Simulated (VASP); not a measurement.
# GaN (F-43m) in VASP: further runs, part 2 of 2

VASP 6.6.1. The steps go on from the part before.

### Step 3. Single point, r2SCAN (strain -0.015 along x and y, -0.015 along z)

POSCAR

```
GaN
1.0
    0.0000000000      2.2152027174      2.2152027174
    2.2152027174      0.0000000000      2.2152027174
    2.2152027174      2.2152027174      0.0000000000
Ga N
1 1
Direct
    0.0000000000      0.0000000000      0.0000000000
    0.7500000000      0.7500000000      0.7500000000
```

INCAR.step1

```
SYSTEM = GaN
  ALGO = Normal
  EDIFF = 1E-4
  ENCUT = 520
  GGA = PE
  ISMEAR = 0
  LASPH = .TRUE.
  LCHARG = .FALSE.
  LREAL = .FALSE.
  LWAVE = .TRUE.
  NBANDS = 16
  NELM = 80
  PREC = Accurate
  SIGMA = 0.05
```

INCAR.step2

```
SYSTEM = GaN
  ALGO = Normal
  EDIFF = 1E-6
  ENCUT = 520
  ISIF = 2
  ISMEAR = 0
  ISTART = 1
  LASPH = .TRUE.
  LCHARG = .TRUE.
  LELF = .TRUE.
  LMIXTAU = .TRUE.
  LREAL = .FALSE.
  LVHAR = .TRUE.
  LWAVE = .FALSE.
  METAGGA = R2SCAN
  NBANDS = 16
  NELM = 80
  PREC = Accurate
  SIGMA = 0.05
```

KPOINTS

```
k-points
0
G
  10 10 10
  0 0 0
```

Potentials or basis: VASP PAW PBE potentials, release 64 (Ga_d, N).

The run is started by

```
> cat potpaw_PBE.64/Ga_d/POTCAR potpaw_PBE.64/N/POTCAR > POTCAR
> cp INCAR.step1 INCAR
> mpirun -np 1 vasp_std > vasp.out
> cp INCAR.step2 INCAR
> mpirun -np 1 vasp_std > vasp.out
```

OUTCAR:

```text
SYSTEM = GaN
   EDIFF = 1E-6
   ENCUT = 520
   ISIF = 2
   ISMEAR = 0
   ISTART = 1
   LASPH = .TRUE.
   LREAL = .FALSE.
   METAGGA = R2SCAN
   NELM = 80
   PREC = Accurate

 ion  position               nearest neighbor table
   1  0.000  0.000  0.000-   2 1.92   2 1.92   2 1.92   2 1.92
   2  0.750  0.750  0.750-   1 1.92   1 1.92   1 1.92   1 1.92

  LATTYP: Found a face centered cubic cell.
 ALAT       =     4.4304054348

  Lattice vectors:

 A1 = (   0.0000000000,   2.2152027174,   2.2152027174)
 A2 = (   2.2152027174,   0.0000000000,   2.2152027174)
 A3 = (   2.2152027174,   2.2152027174,   0.0000000000)

Analysis of symmetry for initial positions (statically):
=====================================================================
 Subroutine PRICEL returns:
 Original cell was already a primitive cell.

 Routine SETGRP: Setting up the symmetry group for a
 face centered cubic supercell.

 Subroutine GETGRP returns: Found 24 space group operations
 (whereof 24 operations were pure point group operations)
 out of a pool of 48 trial point group operations.

The static configuration has the point symmetry T_d .
[... 160 lines left out ...]

 E-fermi :   5.8384     XC(G=0): -12.9409

 val. band max:        5.5923835025   @ k =   0.0000   0.0000   0.0000
 cond. band min:       8.0540363413   @ k =   0.0000   0.0000   0.0000
 fundamental gap:      2.4616528388
 Fermi energy:         5.8383840753

 k-point     1 :       0.0000    0.0000    0.0000
  band No.  band energies     occupation
      1     -11.5968      2.00000
      2      -8.2900      2.00000
      3      -8.2900      2.00000
      4      -8.2900      2.00000
      5      -7.8792      2.00000
      6      -7.8792      2.00000
[... 433 lines left out ...]
      3      -8.0161      2.00000
      4      -8.0135      2.00000
      5      -7.8080      2.00000
      6      -7.1017      2.00000
[... 8 lines left out ...]
     15      29.4720      0.00000
     16      29.8305      0.00000

 [... further k-points ...]

------------------------ aborting loop because EDIFF is reached ----------------------------------------

  FORCE on cell =-STRESS in cart. coord.  units (eV):
  Direction    XX          YY          ZZ          XY          YZ          ZX
  --------------------------------------------------------------------------------------
  -------------------------------------------------------------------------------------
  Total        1.5010798      1.5010798      1.5010798      0.0000000      0.0000000     -0.0000000
  in kB      110.6226226    110.6226226    110.6226226      0.0000000      0.0000000     -0.0000000
  external PRESSURE =     110.6226226 kB  Pullay stress =       0.0000000 kB

 VOLUME and BASIS-vectors are now :
 -----------------------------------------------------------------------------
  energy-cutoff  :      520.00
  volume of cell :       21.74
      direct lattice vectors                 reciprocal lattice vectors
     0.000000000  2.215202717  2.215202717    -0.225712977  0.225712977  0.225712977
     2.215202717  0.000000000  2.215202717     0.225712977 -0.225712977  0.225712977
     2.215202717  2.215202717  0.000000000     0.225712977  0.225712977 -0.225712977

 POSITION                                       TOTAL-FORCE (eV/Angst)
 -----------------------------------------------------------------------------------
      0.00000      0.00000      0.00000         0.000000     -0.000000     -0.000000
      3.32280      3.32280      3.32280        -0.000000      0.000000      0.000000
 -----------------------------------------------------------------------------------
    total drift:                               -0.000007     -0.000007     -0.000007

  FREE ENERGIE OF THE ION-ELECTRON SYSTEM (eV)
  ---------------------------------------------------
  free  energy   TOTEN  =       -21.8584329128 eV

  energy  without entropy=      -21.8584329128  energy(sigma->0) =      -21.85843291
```

OSZICAR.step1:

```text
N       E                     dE             d eps       ncg     rms          rms(c)
DAV:   1     0.743969216331E+02    0.74397E+02   -0.93714E+03  1736   0.206E+03
DAV:   2    -0.917966648097E+01   -0.83577E+02   -0.79010E+02  1752   0.319E+02
DAV:   3    -0.141032035569E+02   -0.49235E+01   -0.49110E+01  1776   0.666E+01
DAV:   4    -0.141558950860E+02   -0.52692E-01   -0.52688E-01  1880   0.728E+00
DAV:   5    -0.141566199575E+02   -0.72487E-03   -0.72487E-03  1792   0.762E-01    0.791E+00
DAV:   6    -0.120636001260E+02    0.20930E+01   -0.48515E+00  2288   0.414E+01    0.268E+00
DAV:   7    -0.120757725401E+02   -0.12172E-01   -0.34753E-01  1648   0.645E+00    0.179E+00
DAV:   8    -0.120720104565E+02    0.37621E-02   -0.49292E-02  1736   0.339E+00    0.712E-01
DAV:   9    -0.120682412750E+02    0.37692E-02   -0.14411E-02  2264   0.293E+00    0.174E-01
DAV:  10    -0.120685182145E+02   -0.27694E-03   -0.15663E-03  1896   0.591E-01    0.748E-02
DAV:  11    -0.120684223147E+02    0.95900E-04   -0.26437E-04  1512   0.251E-01
   1 F= -.12068422E+02 E0= -.12068422E+02  d E =-.100224E-14
```

Run time: 91 s. Hardware: 1 thread of Intel Xeon 8259CL, shared host; peak memory 0.15 GiB.

Results:

```
Free energy            : -21.8584 eV
Pressure               : 11.1 GPa
Band gap on the k mesh : 2.46 eV
```

Levels at points of the mesh, in eV from the valence-band top:
```csv
k point,band 7,band 8,band 9,band 10,band 11,band 12
"(0.00, 0.00, 0.00)",0.00,0.00,0.00,2.46,11.34,11.34
"(0.50, 0.00, 0.00)",-7.51,-1.07,-1.07,5.53,9.72,11.27
"(0.50, 0.50, 0.00)",-6.44,-2.97,-2.97,3.79,7.55,12.99
```

Caveat: the cell differs from its parent crystal (strain -0.015 along x and y, -0.015 along z); the cell stands under pressure; the PAW data sets were made with another functional, which shifts forces and pressure a little.

### Step 4. Single point, r2SCAN (strain +0.015 along x and y, +0.015 along z)

POSCAR

```
GaN
1.0
    0.0000000000      2.2826708204      2.2826708204
    2.2826708204      0.0000000000      2.2826708204
    2.2826708204      2.2826708204      0.0000000000
Ga N
1 1
Direct
    0.0000000000      0.0000000000      0.0000000000
    0.7500000000      0.7500000000      0.7500000000
```

INCAR.step1

```
PREC = Accurate
ENCUT = 520
ISMEAR = 0
SIGMA = 0.05
LREAL = F
LASPH = T
NELM = 100
NBANDS = 16
GGA = PE
ALGO = Normal
EDIFF = 1E-4
LWAVE = T
LCHARG = F
```

INCAR.step2

```
PREC = Accurate
ENCUT = 520
EDIFF = 1E-7
ISMEAR = 0
SIGMA = 0.05
LREAL = F
LASPH = T
NELM = 100
ALGO = Normal
ISIF = 2
LWAVE = F
LCHARG = F
METAGGA = R2SCAN
LMIXTAU = T
NBANDS = 16
ISTART = 1
```

KPOINTS

```
regular mesh
0
Gamma
  10 10 10
```

The run is started by

```
> cat potpaw_PBE.64/Ga_d/POTCAR potpaw_PBE.64/N/POTCAR > POTCAR
> cp INCAR.step1 INCAR
> mpirun -np 1 vasp_std > vasp.out
> cp INCAR.step2 INCAR
> mpirun -np 1 vasp_std > vasp.out
```

Run time: 2 min. Hardware: 1 thread of Intel Xeon 8259CL, shared host; peak memory 0.15 GiB.

Results (log left out):

| Quantity | Value |
| --- | --- |
| Free energy | -21.8769 eV |
| Pressure | -7.0 GPa |
| Band gap on the k mesh | 1.86 eV |

Levels at points of the mesh, in eV from the valence-band top:
```
           k point  band 7  band 8  band 9  band 10  band 11  band 12
(0.00, 0.00, 0.00)    0.00    0.00    0.00     1.86    10.75    10.75
(0.50, 0.00, 0.00)   -6.90   -0.95   -0.95     4.89     9.23    10.79
(0.50, 0.50, 0.00)   -6.06   -2.65   -2.65     3.75     7.00    12.29
```

Caveat: the cell differs from its parent crystal (strain +0.015 along x and y, +0.015 along z); the cell stands under tension; the PAW data sets were made with another functional, which shifts forces and pressure a little.

### Step 5. Single point, r2SCAN (strain +0.030 along x and y, +0.030 along z)

POSCAR

```
GaN
1.0
    0.0000000000      2.3164048720      2.3164048720
    2.3164048720      0.0000000000      2.3164048720
    2.3164048720      2.3164048720      0.0000000000
Ga N
1 1
Direct
    0.0000000000      0.0000000000      0.0000000000
    0.7500000000      0.7500000000      0.7500000000
```

Changes to INCAR.step1 since step 4:

```diff
@@ -6,3 +6,3 @@
 LASPH = T
-NELM = 100
+NELM = 80
 NBANDS = 16
```

Changes to INCAR.step2 since step 4:

```diff
@@ -2,3 +2,3 @@
 ENCUT = 520
-EDIFF = 1E-7
+EDIFF = 1E-6
 ISMEAR = 0
@@ -7,3 +7,3 @@
 LASPH = T
-NELM = 100
+NELM = 80
 ALGO = Normal
```

KPOINTS is that of step 4.

Potentials or basis: VASP PAW PBE potentials, release 64 (Ga_d, N).

The run is started by

```
> cat potpaw_PBE.64/Ga_d/POTCAR potpaw_PBE.64/N/POTCAR > POTCAR
> cp INCAR.step1 INCAR
> mpirun -np 1 vasp_std > vasp.out
> cp INCAR.step2 INCAR
> mpirun -np 1 vasp_std > vasp.out
```

OUTCAR:

```text
PREC = Accurate
   ENCUT = 520
   EDIFF = 1E-6
   ISMEAR = 0
   LREAL = F
   LASPH = T
   NELM = 80
   ISIF = 2
   METAGGA = R2SCAN
   ISTART = 1

 ion  position               nearest neighbor table
   1  0.000  0.000  0.000-   2 2.01   2 2.01   2 2.01   2 2.01
   2  0.750  0.750  0.750-   1 2.01   1 2.01   1 2.01   1 2.01

  LATTYP: Found a face centered cubic cell.
 ALAT       =     4.6328097440

  Lattice vectors:

 A1 = (   0.0000000000,   2.3164048720,   2.3164048720)
 A2 = (   2.3164048720,   0.0000000000,   2.3164048720)
 A3 = (   2.3164048720,   2.3164048720,   0.0000000000)

Analysis of symmetry for initial positions (statically):
=====================================================================
 Subroutine PRICEL returns:
 Original cell was already a primitive cell.

 Routine SETGRP: Setting up the symmetry group for a
 face centered cubic supercell.

 Subroutine GETGRP returns: Found 24 space group operations
 (whereof 24 operations were pure point group operations)
 out of a pool of 48 trial point group operations.

The static configuration has the point symmetry T_d .

Analysis of symmetry for dynamics (positions and initial velocities):
=====================================================================
 Subroutine PRICEL returns:
 Original cell was already a primitive cell.

 Routine SETGRP: Setting up the symmetry group for a
 face centered cubic supercell.

 Subroutine GETGRP returns: Found 24 space group operations
 (whereof 24 operations were pure point group operations)
 out of a pool of 48 trial point group operations.

The dynamic configuration has the point symmetry T_d .

 Subroutine INISYM returns: Found 24 space group operations
 (whereof 24 operations are pure point group operations),
 and found     1 'primitive' translations

----------------------------------------------------------------------------------------

[... 109 lines left out ...]
   IALGO  =     38    algorithm
   IMIX   =      4    mixing-type and parameters
     AMIX     =   0.40;   BMIX     =  1.00
     AMIX_MAG =   1.60;   BMIX_MAG =  1.00
  volume/ion in A,a.u.               =      12.43        83.88
  Fermi-wavevector in a.u.,A,eV,Ry     =   1.470081  2.778050 29.404061  2.161137
  Thomas-Fermi vector in A             =   2.585381
   LORBIT       =      0    0 simple, 1 ext, 2 COOP (PROOUT), +10 PAW based schemes
   METAGGA = R2SCAN    functional components
   LHFCALC =     F    Hartree Fock is set to
   AEXX    =    0.0000 exact exchange contribution
   IVDW    =     0    specifies the selected vdW correction
   LEPSILON=     F    determine dielectric tensor
   LRPA    =     F    only Hartree local field effects (RPA)
 non-spin polarized calculation
 Gauss-broadening in eV      SIGMA  =   0.05
  energy-cutoff  :      520.00
  volume of cell :       24.86
 maximum number of plane-waves:       692
   NGX = 13   NGY = 13   NGZ = 13

 number of electron      18.0000002 magnetization

 Free energy of the ion-electron system (eV)
  ---------------------------------------------------
  ext. energy  EPLUGINS =         0.00000000
  ---------------------------------------------------
  free energy    TOTEN  =       -21.80824400 eV

  energy without entropy =      -21.80824400  energy(sigma->0) =      -21.80824400

 E-fermi :   4.4352     XC(G=0): -12.1562

 val. band max:        4.1597634914   @ k =   0.0000   0.0000   0.0000
 cond. band min:       5.7294097287   @ k =   0.0000   0.0000   0.0000
 fundamental gap:      1.5696462374
 Fermi energy:         4.4351890784

 k-point     1 :       0.0000    0.0000    0.0000
  band No.  band energies     occupation
      1     -11.8961      2.00000
      2      -9.6398      2.00000
      3      -9.6398      2.00000
      4      -9.6397      2.00000
      5      -9.3685      2.00000
      6      -9.3685      2.00000
[... 433 lines left out ...]
      3      -9.4572      2.00000
      4      -9.4532      2.00000
      5      -9.3198      2.00000
      6      -8.4636      2.00000
[... 8 lines left out ...]
     15      26.1266      0.00000
     16      26.5648      0.00000

 [... further k-points ...]

------------------------ aborting loop because EDIFF is reached ----------------------------------------

  FORCE on cell =-STRESS in cart. coord.  units (eV):
  Direction    XX          YY          ZZ          XY          YZ          ZX
  --------------------------------------------------------------------------------------
  -------------------------------------------------------------------------------------
  Total       -2.0904075     -2.0904075     -2.0904075      0.0000000      0.0000000     -0.0000000
  in kB     -134.7311851   -134.7311851   -134.7311851      0.0000000      0.0000000     -0.0000000
  external PRESSURE =    -134.7311851 kB  Pullay stress =       0.0000000 kB

 VOLUME and BASIS-vectors are now :
 -----------------------------------------------------------------------------
  energy-cutoff  :      520.00
  volume of cell :       24.86
      direct lattice vectors                 reciprocal lattice vectors
     0.000000000  2.316404872  2.316404872    -0.215851730  0.215851730  0.215851730
     2.316404872  0.000000000  2.316404872     0.215851730 -0.215851730  0.215851730
     2.316404872  2.316404872  0.000000000     0.215851730  0.215851730 -0.215851730

 POSITION                                       TOTAL-FORCE (eV/Angst)
 -----------------------------------------------------------------------------------
      0.00000      0.00000      0.00000        -0.000000     -0.000000     -0.000000
      3.47461      3.47461      3.47461         0.000000      0.000000      0.000000
 -----------------------------------------------------------------------------------
    total drift:                               -0.000014     -0.000014     -0.000015

  FREE ENERGIE OF THE ION-ELECTRON SYSTEM (eV)
  ---------------------------------------------------
  free  energy   TOTEN  =       -21.8082440024 eV

  energy  without entropy=      -21.8082440024  energy(sigma->0) =      -21.80824400
```

OSZICAR.step1:

```text
N       E                     dE             d eps       ncg     rms          rms(c)
DAV:   1     0.821893453288E+02    0.82189E+02   -0.92743E+03  1664   0.194E+03
DAV:   2    -0.785514186109E+01   -0.90044E+02   -0.83493E+02  1728   0.324E+02
DAV:   3    -0.139250642999E+02   -0.60699E+01   -0.60463E+01  1768   0.709E+01
DAV:   4    -0.139965563582E+02   -0.71492E-01   -0.71483E-01  1872   0.839E+00
DAV:   5    -0.139975547692E+02   -0.99841E-03   -0.99841E-03  1824   0.873E-01    0.745E+00
DAV:   6    -0.121296746938E+02    0.18679E+01   -0.50300E+00  2272   0.374E+01    0.272E+00
DAV:   7    -0.121268784442E+02    0.27962E-02   -0.28759E-01  1616   0.693E+00    0.174E+00
DAV:   8    -0.121235212624E+02    0.33572E-02   -0.77152E-02  1656   0.311E+00    0.935E-01
DAV:   9    -0.121182469188E+02    0.52743E-02   -0.13018E-02  2184   0.228E+00    0.290E-01
DAV:  10    -0.121187017515E+02   -0.45483E-03   -0.13150E-03  1616   0.371E-01    0.167E-01
DAV:  11    -0.121186261653E+02    0.75586E-04   -0.18616E-04  1376   0.255E-01
   1 F= -.12118626E+02 E0= -.12118626E+02  d E =-.561267E-19
```

Wall time 89 s (1 thread of Intel Xeon 8259CL, shared host); peak memory 0.15 GiB.

Results:

```
Free energy            : -21.8082 eV
Pressure               : -13.5 GPa
Band gap on the k mesh : 1.57 eV
```

Levels at points of the mesh, in eV from the valence-band top:
```tsv
k point	band 6	band 7	band 8	band 9	band 10	band 11	band 12	band 13
(0.00, 0.00, 0.00)	-13.53	0.00	0.00	0.00	1.57	10.46	10.46	10.46
(0.50, 0.00, 0.00)	-12.40	-6.63	-0.90	-0.90	4.58	8.99	10.55	10.55
(0.50, 0.50, 0.00)	-12.01	-5.88	-2.50	-2.50	3.73	6.72	11.97	14.04
```

Caveat: the cell differs from its parent crystal (strain +0.030 along x and y, +0.030 along z); the cell stands under tension; the PAW data sets were made with another functional, which shifts forces and pressure a little.

### Step 6. Overview

| cell | gap on the mesh (eV) | pressure (GPa) |
| --- | --- | --- |
| a = 3.085 Å, angles 60.0°, 2 atoms | 2.77 | 23.3 |
| a = 3.133 Å, angles 60.0°, 2 atoms | 2.46 | 11.1 |
| a = 3.228 Å, angles 60.0°, 2 atoms | 1.86 | -7.0 |
| a = 3.276 Å, angles 60.0°, 2 atoms | 1.57 | -13.5 |

Alike in all rows: task single point; level r2SCAN; potentials or basis VASP PAW PBE potentials, release 64 (Ga_d, N); no spin polarisation; k mesh 10 × 10 × 10; cutoff (eV) 520; smearing gaussian 0.05 eV.

Caveats: the PAW data sets were made with another functional, which shifts forces and pressure a little; the cell stands under pressure (at least some runs); the cell stands under tension (at least some runs).

Absolute energies hang on the potentials; compare differences alone.
